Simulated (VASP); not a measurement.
Write the native input for VASP 6.6.1 that does the following.

```yaml
Task: single point
Functional: PBE
Potentials_or_basis: VASP PAW PBE potentials, release 64 (Ga_d, As)
Cutoff: 520 eV
k_mesh: 9 × 9 × 8
Occupations: gaussian, width 0.022 eV
Spin: no spin polarisation
Dipole_correction: no
Further_INCAR_settings: ALGO = Normal; EDIFF = 1e-06; NBANDS = 16
```

The structure of GaAs lies in POSCAR:

```
GaAs
1.0
    3.6064012100      0.0000000000      0.0000000000
   -1.8032006000      3.1232350600      0.0000000000
    0.0000000000      0.0000000000      3.5731941600
Ga As
1 1
Direct
    0.3333333300      0.6666666700      0.5000000000
    0.0000000000      0.0000000000      0.0000000000
```

The input as run:

INCAR

```
SYSTEM = GaAs
ALGO     = Normal         ! electronic algorithm
EDIFF    = 1E-6           ! SCF threshold, eV
ENCUT    = 520            ! plane-wave cutoff, eV
GGA      = PE             ! functional
ISIF     = 2              ! what is computed and relaxed
ISMEAR   = 0              ! smearing method
LASPH    = .TRUE.         ! aspherical terms in the spheres
LCHARG   = .TRUE.         ! write CHGCAR
LELF     = .TRUE.         ! ELF
LREAL    = .FALSE.        ! projectors in reciprocal space
LVHAR    = .TRUE.       
LWAVE    = .FALSE.        ! write WAVECAR
NBANDS   = 16             ! bands
NELM     = 80             ! most SCF steps
PREC     = Accurate       ! precision mode
SIGMA    = 0.022          ! smearing width, eV
```

KPOINTS

```
k-points
0
G
  9 9 8
  0 0 0
```

Potentials or basis: VASP PAW PBE potentials, release 64 (Ga_d, As).

Launch:

```sh
$ cat potpaw_PBE.64/Ga_d/POTCAR potpaw_PBE.64/As/POTCAR > POTCAR
$ mpirun -np 1 vasp_std > vasp.out
```

It gave:

The pressure is -0.3 GPa and the band gap on the k mesh is zero (bands 9 and 10 overlap by 3.95 eV).

It took 38 s on 1 thread of Intel Xeon 8259CL, on a shared host, peak memory 0.18 GiB.
